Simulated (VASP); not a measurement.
A run of VASP 6.6.1:

INCAR

```
SYSTEM = NaCl
PREC = Accurate
ENCUT = 520
EDIFF = 1E-6
ISMEAR = 0
SIGMA = 0.05
LREAL = .FALSE.
LASPH = .TRUE.
NELM = 80
ALGO = Normal
ISIF = 2
LWAVE = .FALSE.
LCHARG = .TRUE.
GGA = PE
LELF = .TRUE.
LVHAR = .TRUE.
NBANDS = 14
```

The input KPOINTS:

```
Automatic mesh
0
G
  8 8 8
  0 0 0
```

File POSCAR:

```
NaCl
1.0
    0.0000000000      2.9450200000      2.8317500000
    2.9450200000      0.0000000000      2.8317500000
    2.9450200000      2.9450200000      0.0000000000
Na Cl
1 1
Direct
    0.0000000000      0.0000000000      0.0000000000
    0.5000000000      0.5000000000      0.5000000000
```

Potentials or basis: VASP PAW PBE potentials, release 64 (Na_pv, Cl).

Command:

```bash
$ cat potpaw_PBE.64/Na_pv/POTCAR potpaw_PBE.64/Cl/POTCAR > POTCAR
$ mpirun -np 1 vasp_std > vasp.out
```

Hardware: 1 thread of Intel Xeon 8259CL (shared host).

Q: How long does it take, and how much memory?

A: Wall time 57 s on 1 thread of Intel Xeon 8259CL, on a shared host, peak memory 0.19 GiB. Counts: scf iterations 12, k points 59.
